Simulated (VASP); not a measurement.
# Zn in VASP: single point with PBE+D3(BJ)

Aim: the single point of Zn with PBE+D3(BJ).

All numbers are computed with VASP 6.6.1; they aren't measurements. Logs are shortened: lines on timing, memory, paths and dates and some standing lists are left out, and cuts for length are marked.

## 1. The cell of the first run

The cell holds a slab with vacuum, 12 atoms: a = 5.236 Å, b = 4.804 Å, c = 24.040 Å, α = 90.00°, β = 90.00°, γ = 90.00°.

## 2. Single point, PBE+D3(BJ)

Contents of INCAR:

```
SYSTEM = Zn
PREC = Accurate
ENCUT = 520
EDIFF = 1E-6
ISMEAR = 0
SIGMA = 0.1
LREAL = .False.
LASPH = .True.
NELM = 60
ALGO = Normal
ISIF = 2
LWAVE = .False.
LCHARG = .True.
LDIPOL = .True.
IDIPOL = 3
DIPOL = 0.5 0.5 0.447
GGA = PE
IVDW = 12
LELF = .True.
LVHAR = .True.
LVACPOTAV = .True.
NBANDS = 84
```

Contents of KPOINTS:

```
regular mesh
0
Gamma
  4 4 1
  0 0 0
```

Contents of POSCAR:

```
Zn
1.0
    5.2355063798      0.0000000000      0.0000000000
    0.0000000000      4.8035762477      0.0000000000
    0.0000000000      0.0000000000     24.0397617810
Zn
12
Direct
    0.5000000000      0.7500000000      0.3327819998
    0.0000000000      0.7500000000      0.3327819998
    0.7500000000      0.2500000000      0.3642165981
    0.2500000000      0.2500000000      0.3642165981
    0.7500000000      0.7500000000      0.4270857946
    0.2500000000      0.7500000000      0.4270857946
    0.0000371718      0.2495549081      0.4593661602
    0.4999628282      0.2495549081      0.4593661602
    0.0000172692      0.7745472962      0.5439031101
    0.4999827308      0.7745472962      0.5439031101
    0.2500000000      0.2778121239      0.5552513548
    0.7500000000      0.2788981258      0.5551439718
```

Potentials or basis: VASP PAW PBE potentials, release 64 (Zn).

The run is started by

```bash
cat potpaw_PBE.64/Zn/POTCAR > POTCAR
mpirun -np 1 vasp_std > vasp.out
```

OUTCAR:

```text
SYSTEM = Zn
   PREC = Accurate
   ENCUT = 520
   EDIFF = 1E-6
   ISMEAR = 0
   LREAL = .False.
   LASPH = .True.
   NELM = 60
   ISIF = 2
   GGA = PE
   IVDW = 12
 IVDW          = 12

 ion  position               nearest neighbor table
   1  0.500  0.750  0.333-   5 2.62   6 2.62   2 2.62   2 2.62   4 2.84   3 2.84   4 2.84   3 2.84

   2  0.000  0.750  0.333-   5 2.62   6 2.62   1 2.62   1 2.62   4 2.84   3 2.84   4 2.84   3 2.84

   3  0.750  0.250  0.364-   4 2.62   4 2.62   8 2.64   7 2.64   5 2.84   5 2.84   1 2.84   2 2.84
                             1 2.84   2 2.84
   4  0.250  0.250  0.364-   3 2.62   3 2.62   8 2.64   7 2.64   6 2.84   6 2.84   1 2.84   2 2.84
                             1 2.84   2 2.84
   5  0.750  0.750  0.427-   1 2.62   2 2.62   6 2.62   6 2.62   3 2.84   3 2.84   7 2.84   8 2.84
                             8 2.85   7 2.85
   6  0.250  0.750  0.427-   1 2.62   2 2.62   5 2.62   5 2.62   4 2.84   4 2.84   7 2.84   8 2.84
                             8 2.84   7 2.84
   7  0.000  0.250  0.459-   8 2.62   8 2.62   4 2.64   3 2.64  12 2.65  11 2.65   6 2.84   5 2.84
                             6 2.84   5 2.85
   8  0.500  0.250  0.459-   7 2.62   7 2.62   4 2.64   3 2.64  12 2.65  11 2.65   6 2.84   5 2.84
                             6 2.84   5 2.85
   9  0.000  0.775  0.544-  10 2.62  10 2.62  12 2.73  11 2.74  11 2.76  12 2.77
  10  0.500  0.775  0.544-   9 2.62   9 2.62  12 2.73  11 2.74  11 2.76  12 2.77
  11  0.250  0.278  0.555-  12 2.62  12 2.62   7 2.65   8 2.65   9 2.74  10 2.74  10 2.76   9 2.76

  12  0.750  0.279  0.555-  11 2.62  11 2.62   7 2.65   8 2.65   9 2.73  10 2.73  10 2.77   9 2.77

  LATTYP: Found a simple orthorhombic cell.
 ALAT       =     4.8035762477
 B/A-ratio  =     1.0899184503
 C/A-ratio  =     5.0045550526

  Lattice vectors:

 A1 = (   0.0000000000,  -4.8035762477,   0.0000000000)
 A2 = (   5.2355063798,   0.0000000000,   0.0000000000)
 A3 = (   0.0000000000,   0.0000000000,  24.0397617810)

Analysis of symmetry for initial positions (statically):
=====================================================================
 Subroutine PRICEL returns:
 Original cell was already a primitive cell.

 Routine SETGRP: Setting up the symmetry group for a
 simple orthorhombic supercell.

 Subroutine GETGRP returns: Found  2 space group operations
 (whereof  1 operations were pure point group operations)
 out of a pool of  8 trial point group operations.

The static configuration has the point symmetry C_1 .
 The point group associated with its full space group is C_1h.

Analysis of symmetry for dynamics (positions and initial velocities):
=====================================================================
 Subroutine PRICEL returns:
 Original cell was already a primitive cell.

 Routine SETGRP: Setting up the symmetry group for a
 simple orthorhombic supercell.

 Subroutine GETGRP returns: Found  2 space group operations
 (whereof  1 operations were pure point group operations)
 out of a pool of  8 trial point group operations.

The dynamic configuration has the point symmetry C_1 .
 The point group associated with its full space group is C_1h.

 Subroutine INISYM returns: Found  2 space group operations
 (whereof  1 operations are pure point group operations),
 and found     1 'primitive' translations

----------------------------------------------------------------------------------------

                                     Primitive cell

  volume of cell :     604.5797

  direct lattice vectors                    reciprocal lattice vectors
     5.235506380  0.000000000  0.000000000     0.191003492  0.000000000  0.000000000
     0.000000000  4.803576248  0.000000000     0.000000000  0.208178230  0.000000000
     0.000000000  0.000000000 24.039761781     0.000000000  0.000000000  0.041597750

  length of vectors
     5.235506380  4.803576248 24.039761781     0.191003492  0.208178230  0.041597750

  position of ions in fractional coordinates (direct lattice)
     0.500000000  0.750000000  0.332782000
     0.000000000  0.750000000  0.332782000
     0.750000000  0.250000000  0.364216598
     0.250000000  0.250000000  0.364216598
[... 36 lines left out ...]
     0.000000000  0.052044557  0.000000000     0.000000000  0.250000000  0.000000000
     0.000000000  0.000000000  0.041597750     0.000000000  0.000000000  1.000000000

  Length of vectors
     0.047750873  0.052044557  0.041597750

  Shift w.r.t. Gamma in fractional coordinates (k-lattice)
     0.000000000  0.000000000  0.000000000

 Subroutine IBZKPT returns following result:
 ===========================================

 Found      9 irreducible k-points:

 Following reciprocal coordinates:
            Coordinates               Weight
  0.000000  0.000000  0.000000      1.000000
  0.250000  0.000000  0.000000      2.000000
  0.500000  0.000000  0.000000      1.000000
  0.000000  0.250000  0.000000      2.000000
  0.250000  0.250000  0.000000      4.000000
  0.500000  0.250000  0.000000      2.000000
  0.000000  0.500000  0.000000      1.000000
  0.250000  0.500000  0.000000      2.000000
  0.500000  0.500000  0.000000      1.000000
   k-points           NKPTS =      9   k-points in BZ     NKDIM =      9   number of bands    NBANDS=     84
   number of dos      NEDOS =    301   number of ions     NIONS =     12
   total plane-waves  NPLWV = 259200
   dimension x,y,z NGX =    40 NGY =   36 NGZ =  180
   dimension x,y,z NGXF=    80 NGYF=   72 NGZF=  360
   ions per type =              12
   NGX,Y,Z   is equivalent  to a cutoff of  12.70, 12.46, 12.45 a.u.
   NGXF,Y,Z  is equivalent  to a cutoff of  25.40, 24.92, 24.90 a.u.
 SYSTEM =  Zn
   PREC   = accura    normal or accurate (medium, high low for compatibility)
   ISTART =      0    job   : 0-new  1-cont  2-samecut
   ICHARG =      2    charge: 1-file 2-atom 10-const
   ISPIN  =      1    spin polarized calculation?
   LNONCOLLINEAR =      F non collinear calculations
   LSORBIT =      F    spin-orbit coupling
   LASPH  =      T    aspherical Exc in radial PAW
   ENCUT  =  520.0 eV  38.22 Ry    6.18 a.u.   9.73  8.93 44.70*2*pi/ulx,y,z
   NELM   =     60;   NELMIN=  2; NELMDL= -5     # of ELM steps
   EDIFF  = 0.1E-05   stopping-criterion for ELM
   LREAL  =      F    real-space projection
   EDIFFG = 0.1E-04   stopping-criterion for IOM
   NSW    =      0    number of steps for IOM
   IBRION =     -1    ionic relax: 0-MD 1-quasi-New 2-CG
   NFREE  =      0    steps in history (QN), initial steepest desc. (CG)
   ISIF   =      2    stress and relaxation
   ISYM   =      2    0-nonsym 1-usesym 2-fastsym
   POTIM  = 0.5000    time-step for ionic-motion
   TEBEG  =    0.0;   TEEND  =   0.0 temperature during run
   PSTRESS=    0.0 pullay stress
   NELECT =     144.0000    total number of electrons
   NUPDOWN=      -1.0000    fix difference up-down
   EMIN   =  10.00;   EMAX   =-10.00  energy-range for DOS
   EFERMI =   0.00;   METHOD = LEGACY
   ISMEAR =     0;   SIGMA  =   0.10  broadening in eV -4-tet -1-fermi 0-gaus
   EFERMI_NEDOS =   21; number of points for ismear=-14 and -15
   IALGO  =     38    algorithm
   IMIX   =      4    mixing-type and parameters
     AMIX     =   0.40;   BMIX     =  1.00
     AMIX_MAG =   1.60;   BMIX_MAG =  1.00
  volume/ion in A,a.u.               =      50.38       339.99
  Fermi-wavevector in a.u.,A,eV,Ry     =   1.014794  1.917682 14.011368  1.029807
  Thomas-Fermi vector in A             =   2.148042
   LORBIT       =      0    0 simple, 1 ext, 2 COOP (PROOUT), +10 PAW based schemes
   GGA     = PE    functional components
   LHFCALC =     F    Hartree Fock is set to
   AEXX    =    0.0000 exact exchange contribution
   IVDW    =    12    specifies the selected vdW correction
   LEPSILON=     F    determine dielectric tensor
   LRPA    =     F    only Hartree local field effects (RPA)
 non-spin polarized calculation
 Gauss-broadening in eV      SIGMA  =   0.10
  energy-cutoff  :      520.00
  volume of cell :      604.58
 maximum number of plane-waves:     16320
 NGX is ok and might be reduce to    40
   NGX = 19   NGY = 17   NGZ = 89

 dipolmoment           0.000000      0.000000     -0.039247 electrons x Angstroem

 number of electron     144.0000149 magnetization

 dipolmoment           0.000000      0.000000      0.001938 electrons x Angstroem

 Free energy of the ion-electron system (eV)
  ---------------------------------------------------
  ext. energy  EPLUGINS =         0.00000000
  ---------------------------------------------------
  free energy    TOTEN  =       -11.21430606 eV

  energy without entropy =      -11.19189289  energy(sigma->0) =      -11.20309948

 E-fermi :  -2.1588     XC(G=0):  -4.2150

 val. band max:       -2.1828892743   @ k =   0.5000   0.2500   0.0000
 cond. band min:      -1.9556443422   @ k =   0.2500   0.2500   0.0000
 fundamental gap:      0.2272449321
 Fermi energy:        -2.1588008590

 k-point     1 :       0.0000    0.0000    0.0000
  band No.  band energies     occupation
      1     -11.8294      2.00000
      2     -10.5711      2.00000
      3     -10.3730      2.00000
      4     -10.2718      2.00000
      5     -10.2559      2.00000
      6     -10.1993      2.00000
[... 772 lines left out ...]
     83       3.4604      0.00000
     84       3.4606      0.00000

------------------------ aborting loop because EDIFF is reached ----------------------------------------

 Edisp (eV)   -3.36777

 E8    (eV) :    -1.4789

  FORCE on cell =-STRESS in cart. coord.  units (eV):
  Direction    XX          YY          ZZ          XY          YZ          ZX
  --------------------------------------------------------------------------------------
  -------------------------------------------------------------------------------------
  Total      -9.20319    -6.67893     3.11982     0.00000     0.05865     0.00000
  in kB     -24.38908   -17.69962     8.26773     0.00000     0.15542     0.00000
  external pressure =      -11.27 kB  Pullay stress =        0.00 kB

 VOLUME and BASIS-vectors are now :
 -----------------------------------------------------------------------------
  energy-cutoff  :      520.00
  volume of cell :      604.58
      direct lattice vectors                 reciprocal lattice vectors
     5.235506380  0.000000000  0.000000000     0.191003492  0.000000000  0.000000000
     0.000000000  4.803576248  0.000000000     0.000000000  0.208178230  0.000000000
     0.000000000  0.000000000 24.039761781     0.000000000  0.000000000  0.041597750

 POSITION                                       TOTAL-FORCE (eV/Angst)
 -----------------------------------------------------------------------------------
      2.61775      3.60268      8.00000        -0.000329     -0.008963     -0.201677
      0.00000      3.60268      8.00000         0.000329     -0.008963     -0.201677
      3.92663      1.20089      8.75568         0.000000      0.004340     -0.700311
      1.30888      1.20089      8.75568         0.000000      0.005680     -0.701012
      3.92663      3.60268     10.26704         0.000000     -0.001384      0.881058
      1.30888      3.60268     10.26704         0.000000     -0.001490      0.881483
      0.00019      1.19876     11.04305        -0.000286     -0.002802      0.002962
      2.61756      1.19876     11.04305         0.000286     -0.002802      0.002962
      0.00009      3.72060     13.07530         0.000169      0.008073      0.003778
      2.61766      3.72060     13.07530        -0.000169      0.008073      0.003778
      1.30888      1.33449     13.34811         0.000000      0.003707      0.011586
      3.92663      1.33971     13.34553         0.000000     -0.003469      0.017071
 -----------------------------------------------------------------------------------
    total drift:                               -0.000000      0.004770      0.008382

  FREE ENERGIE OF THE ION-ELECTRON SYSTEM (eV)
  ---------------------------------------------------
  free  energy   TOTEN  =       -14.5820722027 eV

  energy  without entropy=      -14.5596590282  energy(sigma->0) =      -14.57086562

 vacuum level on the upper side and lower side of the slab         2.210         2.196
```

Run time: 11 min. Hardware: 1 thread of Intel Xeon 6975P-C (Granite Rapids), shared host; peak memory 0.71 GiB.

What came out:

| Item | Value |
| --- | --- |
| Free energy | -14.5821 eV |
| Largest force | 0.881 eV/Å |
| Band gap on the k mesh | zero (bands 72 and 73 overlap by 0.09 eV) |
| Dispersion energy per atom | -0.281 eV |

Forces in eV/Å, atoms in the order of the input:
```
Zn   0.000 -0.009 -0.202
Zn   0.000 -0.009 -0.202
Zn   0.000  0.004 -0.700
Zn   0.000  0.006 -0.701
Zn   0.000 -0.001  0.881
Zn   0.000 -0.001  0.881
Zn   0.000 -0.003  0.003
Zn   0.000 -0.003  0.003
Zn   0.000  0.008  0.004
Zn   0.000  0.008  0.004
Zn   0.000  0.004  0.012
Zn   0.000 -0.003  0.017
```

The gap in the log of VASP goes by the Fermi energy; the results here count the filled bands.